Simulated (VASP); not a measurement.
# Ba15O16 (a cell with a defect) in VASP: single point with PBE

Aim: the single point of Ba15O16 (a cell with a defect) with PBE.

Everything below comes from runs of VASP 6.6.1. Logs are shortened: lines on timing, memory, paths and dates and some standing lists are left out, and cuts for length are marked.

## Step 1: The cell of the first run

The cell holds a defect, 31 atoms: a = 9.654 Å, b = 9.654 Å, c = 9.654 Å, α = 109.47°, β = 109.47°, γ = 109.47°.

## Step 2: Single point, PBE (atoms taken out, then relaxed in part)

INCAR reads:

```
SYSTEM = Ba15O16
ALGO = Normal ; EDIFF = 1E-6
ENCUT = 520 ; GGA = PE
ISIF = 2 ; ISMEAR = 0
LASPH = .True. ; LCHARG = .False.
LREAL = Auto ; LWAVE = .False.
NBANDS = 144 ; NELM = 100
PREC = Accurate ; SIGMA = 0.01
```

KPOINTS reads:

```
Automatic mesh
0
Gamma
  2 2 2
  0.5 0.5 0.5
```

POSCAR reads:

```
Ba15O16
1.0
    5.5739975432      5.5739975432      5.5739975432
    5.5739975432     -5.5739975432     -5.5739975432
   -5.5739975432      5.5739975432     -5.5739975432
Ba O
15 16
Direct
   -0.0042501430      0.0000000000      0.0042501430
    0.7500000000      0.7542501430      0.4957498570
    0.2500000000      0.0000000000      0.7500000000
   -0.0042501430      0.7542501430      0.2500000000
    0.5042501430      0.0000000000      0.4957498570
    0.2585002859      0.7542501430      0.0042501430
    0.7500000000      0.5000000000      0.7500000000
   -0.0042501430      0.4914997141      0.4957498570
    0.5042501430      0.7542501430      0.7585002859
    0.7500000000      0.2457498570      0.0042501430
    0.2500000000      0.5000000000      0.2500000000
    0.5042501430      0.5085002859      0.0042501430
   -0.0042501430      0.2457498570      0.7414997141
    0.2414997141      0.2457498570      0.4957498570
    0.5042501430      0.2457498570      0.2500000000
    0.4784435388      0.7284435388      0.2500000000
    0.7500000000      0.7284435388     -0.0215564612
    0.5000000000      0.5000000000      0.5000000000
    0.0000000000      0.7500000000      0.7500000000
    0.7500000000      0.5000000000      0.2500000000
    0.2500000000      0.7500000000      0.5000000000
    0.0000000000      0.5000000000      0.0000000000
    0.5000000000      0.2500000000      0.7500000000
    0.7500000000      0.2715564612      0.5215564612
    0.2500000000      0.5000000000      0.7500000000
    0.4784435388      0.0000000000     -0.0215564612
    0.0215564612      0.2715564612      0.2500000000
    0.2500000000      0.2500000000      0.0000000000
    0.7500000000      0.0000000000      0.7500000000
    0.0215564612      0.0000000000      0.5215564612
    0.2500000000      0.0000000000      0.2500000000
```

Potentials or basis: VASP PAW PBE potentials, release 64 (Ba_sv, O).

Run with:

```bash
cat potpaw_PBE.64/Ba_sv/POTCAR potpaw_PBE.64/O/POTCAR > POTCAR
mpirun -np 1 vasp_std > vasp.out
```

OUTCAR:

```text
SYSTEM = Ba15O16
   EDIFF = 1E-6
   ENCUT = 520
   GGA = PE
   ISIF = 2
   ISMEAR = 0
   LASPH = .True.
   LREAL = Auto
   NELM = 100
   PREC = Accurate

 ion  position               nearest neighbor table
   1  0.996  0.000  0.004-  27 2.75  17 2.75  29 2.79  31 2.79  19 2.83  28 2.83  10 3.87  14 3.87
                             4 3.87   9 3.87  11 3.94   7 3.94   3 4.01   6 4.01  13 4.01   2 4.01
   2  0.750  0.754  0.496-  16 2.75  30 2.75  29 2.79  20 2.79  19 2.83  18 2.83  12 3.87  13 3.87
                             4 3.87   5 3.87   3 3.94  11 3.94   7 4.01   9 4.01   8 4.01  15 4.01
   3  0.250  0.000  0.750-  26 2.55  30 2.55  23 2.79  19 2.79  28 2.79  21 2.79  13 3.94  14 3.94
                             6 3.94   9 3.94  10 3.94  15 3.94   4 3.94   2 3.94   8 4.01  12 4.01
   4  0.996  0.754  0.250-  17 2.75  30 2.75  20 2.79  31 2.79  21 2.83  22 2.83  12 3.87  14 3.87
                             1 3.87   2 3.87   3 3.94   7 3.94  11 4.01   6 4.01   8 4.01   5 4.01
   5  0.504  0.000  0.496-  16 2.75  24 2.75  29 2.79  31 2.79  23 2.83  21 2.83  13 3.87  15 3.87
                             2 3.87   6 3.87   7 3.94  11 3.94   3 4.01   9 4.01  14 4.01  10 4.01
   6  0.259  0.754  0.004-  16 2.75  26 2.75  31 2.79  25 2.79  22 2.83  19 2.83   5 3.87  15 3.87
                            12 3.87   9 3.87   3 3.94  11 3.94   7 4.01   1 4.01   4 4.01   8 4.01
   7  0.750  0.500  0.750-  17 2.55  24 2.55  19 2.79  22 2.79  23 2.79  18 2.79  12 3.94  13 3.94
                             8 3.94   9 3.94   1 3.94   4 3.94  15 3.94   5 3.94   6 4.01  14 4.01
   8  0.996  0.491  0.496-  24 2.75  27 2.75  20 2.79  25 2.79  21 2.83  19 2.83  10 3.87  15 3.87
                            14 3.87  13 3.87  11 3.94   7 3.94   3 4.01   2 4.01   4 4.01   6 4.01
   9  0.504  0.754  0.759-  17 2.75  26 2.75  29 2.79  25 2.79  21 2.83  18 2.83   1 3.87  10 3.87
[... 15 lines left out ...]
  18  0.500  0.500  0.500-   7 2.79  11 2.79   9 2.83  14 2.83   2 2.83  15 2.83
  19  0.000  0.750  0.750-   3 2.79   7 2.79   6 2.83   8 2.83   1 2.83   2 2.83
  20  0.750  0.500  0.250-   8 2.79  12 2.79   2 2.79  10 2.79   4 2.79  15 2.79
  21  0.250  0.750  0.500-   3 2.79  11 2.79   9 2.83   8 2.83   5 2.83   4 2.83
  22  0.000  0.500  0.000-   7 2.79  11 2.79   6 2.83  13 2.83   4 2.83  10 2.83
  23  0.500  0.250  0.750-   3 2.79   7 2.79  12 2.83  14 2.83   5 2.83  10 2.83
  24  0.750  0.272  0.522-   7 2.55  15 2.75   5 2.75  13 2.75   8 2.75
  25  0.250  0.500  0.750-   6 2.79   8 2.79   9 2.79  12 2.79  13 2.79  14 2.79
  26  0.478  0.000  0.978-   3 2.55  15 2.75  10 2.75   6 2.75   9 2.75
  27  0.022  0.272  0.250-  11 2.55  10 2.75   1 2.75   8 2.75  14 2.75
  28  0.250  0.250  0.000-   3 2.79  11 2.79  12 2.83  13 2.83   1 2.83  15 2.83
  29  0.750  0.000  0.750-   9 2.79  13 2.79   5 2.79   1 2.79  10 2.79   2 2.79
  30  0.022  0.000  0.522-   3 2.55   4 2.75   2 2.75  13 2.75  14 2.75
  31  0.250  0.000  0.250-   6 2.79  14 2.79   5 2.79   1 2.79   4 2.79  15 2.79

  LATTYP: Found a body centered cubic cell.
 ALAT       =    11.1479950864

  Lattice vectors:

 A1 = (   5.5739975432,   5.5739975432,   5.5739975432)
 A2 = (   5.5739975432,  -5.5739975432,  -5.5739975432)
 A3 = (  -5.5739975432,   5.5739975432,  -5.5739975432)

Analysis of symmetry for initial positions (statically):
=====================================================================
 Subroutine PRICEL returns:
 Original cell was already a primitive cell.

 Routine SETGRP: Setting up the symmetry group for a
[... 187 lines left out ...]
   LRPA    =     F    only Hartree local field effects (RPA)
 non-spin polarized calculation
 Gauss-broadening in eV      SIGMA  =   0.01
  energy-cutoff  :      520.00
  volume of cell :      692.72
 maximum number of plane-waves:     18720
   NGX = 35   NGY = 35   NGZ = 35

 number of electron     246.0000084 magnetization

 Free energy of the ion-electron system (eV)
  ---------------------------------------------------
  ext. energy  EPLUGINS =         0.00000000
  ---------------------------------------------------
  free energy    TOTEN  =      -180.82318299 eV

  energy without entropy =     -180.81220713  energy(sigma->0) =     -180.81769506

 E-fermi :   1.1996     XC(G=0):  -9.2349

 val. band max:        1.1986144560   @ k =  -0.2500   0.2500   0.2500
 cond. band min:       1.2024929341   @ k =   0.2500   0.2500   0.2500
 fundamental gap:      0.0038784782
 Fermi energy:         1.1995655914

 k-point     1 :       0.2500    0.2500    0.2500
  band No.  band energies     occupation
      1     -24.4871      2.00000
      2     -24.4754      2.00000
      3     -24.4754      2.00000
      4     -24.4754      2.00000
      5     -24.3678      2.00000
      6     -24.3678      2.00000
[... 127 lines left out ...]
    134       5.4277      0.00000
    135       5.4277      0.00000

 k-point     2 :      -0.2500    0.2500    0.2500
  band No.  band energies     occupation
      1     -24.5352      2.00000
      2     -24.4514      2.00000
      3     -24.4514      2.00000
      4     -24.4151      2.00000
      5     -24.3916      2.00000
      6     -24.3915      2.00000
[... 127 lines left out ...]
    134       5.9727      0.00000
    135       6.1139      0.00000
 [bands above 135 left out]

------------------------ aborting loop because EDIFF is reached ----------------------------------------

  FORCE on cell =-STRESS in cart. coord.  units (eV):
  Direction    XX          YY          ZZ          XY          YZ          ZX
  --------------------------------------------------------------------------------------
  -------------------------------------------------------------------------------------
  Total        3.6426221      3.6426221      3.6426221     -0.0000000     -0.0000000     -0.0000000
  in kB        8.4248930      8.4248930      8.4248930     -0.0000000     -0.0000000     -0.0000000
  external PRESSURE =       8.4248930 kB  Pullay stress =       0.0000000 kB

 VOLUME and BASIS-vectors are now :
 -----------------------------------------------------------------------------
  energy-cutoff  :      520.00
  volume of cell :      692.72
      direct lattice vectors                 reciprocal lattice vectors
     5.573997543  5.573997543  5.573997543     0.089702228  0.089702228  0.000000000
     5.573997543 -5.573997543 -5.573997543     0.089702228  0.000000000 -0.089702228
    -5.573997543  5.573997543 -5.573997543     0.000000000  0.089702228 -0.089702228

 POSITION                                       TOTAL-FORCE (eV/Angst)
 -----------------------------------------------------------------------------------
      5.52662      5.57400      5.52662         0.022038     -0.000000      0.022038
      5.62138      2.73962     -2.78700        -0.022038      0.022038      0.000000
     -2.78700      5.57400     -2.78700        -0.000000      0.000000      0.000000
      8.36100      2.73962     -0.04738        -0.000000      0.022038      0.022038
      0.04738      5.57400      0.04738        -0.022038     -0.000000     -0.022038
      5.62138     -2.73962     -2.78700        -0.022038     -0.022038      0.000000
[... 23 lines left out ...]
     -2.78700      3.02731     -2.78700        -0.000000     -0.139387      0.000000
      0.00000      2.78700      0.00000        -0.000000      0.000000      0.000000
 -----------------------------------------------------------------------------------
    total drift:                               -0.000008      0.000000     -0.000008

  FREE ENERGIE OF THE ION-ELECTRON SYSTEM (eV)
  ---------------------------------------------------
  free  energy   TOTEN  =      -180.8231829851 eV

  energy  without entropy=     -180.8122071307  energy(sigma->0) =     -180.81769506
```

OSZICAR:

```text
N       E                     dE             d eps       ncg     rms          rms(c)
DAV:   1     0.194735686958E+04    0.19474E+04   -0.12068E+05   576   0.157E+03
DAV:   2    -0.473628642161E+02   -0.19947E+04   -0.19373E+04   792   0.329E+02
DAV:   3    -0.211538703653E+03   -0.16418E+03   -0.16252E+03   664   0.101E+02
[... 19 lines left out ...]
DAV:  23    -0.180823284963E+03   -0.10714E-03   -0.16270E-04   760   0.159E-02    0.213E-01
DAV:  24    -0.180823171692E+03    0.11327E-03   -0.48198E-05   640   0.176E-02    0.101E-01
DAV:  25    -0.180823168714E+03    0.29779E-05   -0.48679E-05   584   0.919E-03    0.115E-02
DAV:  26    -0.180823182012E+03   -0.13298E-04   -0.60427E-06   432   0.708E-03    0.668E-03
DAV:  27    -0.180823182985E+03   -0.97316E-06   -0.22286E-07   368   0.213E-03
   1 F= -.18082318E+03 E0= -.18081770E+03  d E =-.109759E-01
```

Wall time 12 min (1 thread of Intel Xeon Platinum 8559C (Emerald Rapids), shared host); peak memory 0.79 GiB.

What came out:

* Free energy: -180.8232 eV
* Pressure: 0.8 GPa
* Largest force: 0.139 eV/Å
* Band gap on the k mesh: zero (filled and empty bands overlap)

Forces on the atoms (eV/Å):
```
Ba   0.022  0.000  0.022
Ba  -0.022  0.022  0.000
Ba   0.000  0.000  0.000
Ba   0.000  0.022  0.022
Ba  -0.022  0.000 -0.022
Ba  -0.022 -0.022  0.000
Ba   0.000  0.000  0.000
Ba   0.022  0.000 -0.022
Ba   0.000 -0.022  0.022
Ba   0.022 -0.022  0.000
Ba   0.000  0.000  0.000
Ba  -0.022  0.000  0.022
Ba   0.000  0.022 -0.022
Ba   0.022  0.022  0.000
Ba   0.000 -0.022 -0.022
O    0.139  0.000  0.000
O    0.000  0.000 -0.139
O    0.000  0.000  0.000
O    0.000  0.000  0.000
O    0.000  0.000  0.000
O    0.000  0.000  0.000
O    0.000  0.000  0.000
O    0.000  0.000  0.000
O    0.000  0.000  0.139
O    0.000  0.000  0.000
O    0.000  0.139  0.000
O   -0.139  0.000  0.000
O    0.000  0.000  0.000
O    0.000  0.000  0.000
O    0.000 -0.139  0.000
O    0.000  0.000  0.000
```

Caveat: the k points lie up to 0.40 Å⁻¹ apart; the cell differs from its parent crystal (atoms taken out, then relaxed in part); spin-orbit coupling is left out, which moves the levels of the heavy elements.
